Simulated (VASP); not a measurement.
A run of VASP 6.6.1:

File INCAR:

```
ALGO     = Normal         # electronic algorithm
EDIFF    = 1E-6           # SCF threshold, eV
ENCUT    = 520            # plane-wave cutoff, eV
GGA      = PE             # functional
ISIF     = 2              # what is computed and relaxed
ISMEAR   = 0              # smearing method
LASPH    = True           # aspherical terms in the spheres
LCHARG   = False          # write CHGCAR
LREAL    = False          # projectors in reciprocal space
LWAVE    = False          # write WAVECAR
NBANDS   = 31             # bands
NELM     = 100            # most SCF steps
PREC     = Accurate       # precision mode
SIGMA    = 0.1            # smearing width, eV
```

KPOINTS

```
k-points
0
Gamma
  3 3 3
```

POSCAR

```
Be3I2
1.0
    3.2647036990      1.8848775594      5.9422509948
   -3.2647036990      1.8848775594      5.9422509948
    0.0000000000     -3.7697551190      5.9422509948
Be I
6 4
Direct
    0.0562500000      0.4437500000      0.7500000000
    0.7500000000      0.0562500000      0.4437500000
    0.4437500000      0.7500000000      0.0562500000
    0.9437500000      0.5562500000      0.2500000000
    0.2500000000      0.9437500000      0.5562500000
    0.5562500000      0.2500000000      0.9437500000
    0.8521800000      0.8521800000      0.8521800000
    0.6478200000      0.6478200000      0.6478200000
    0.1478200000      0.1478200000      0.1478200000
    0.3521800000      0.3521800000      0.3521800000
```

Potentials or basis: VASP PAW PBE potentials, release 64 (Be, I).

Command:

```bash
$ cat potpaw_PBE.64/Be/POTCAR potpaw_PBE.64/I/POTCAR > POTCAR
$ mpirun -np 1 vasp_std > vasp.out
```

Hardware: 1 thread of Intel(R) Xeon(R) 6975P-C (Granite Rapids) (shared host).

Problem. How long does it take, and how much memory?

Solution. Wall time 26 s on 1 thread of Intel(R) Xeon(R) 6975P-C (Granite Rapids), on a shared host, peak memory 0.38 GiB. Counts: scf iterations 12, k points 6.
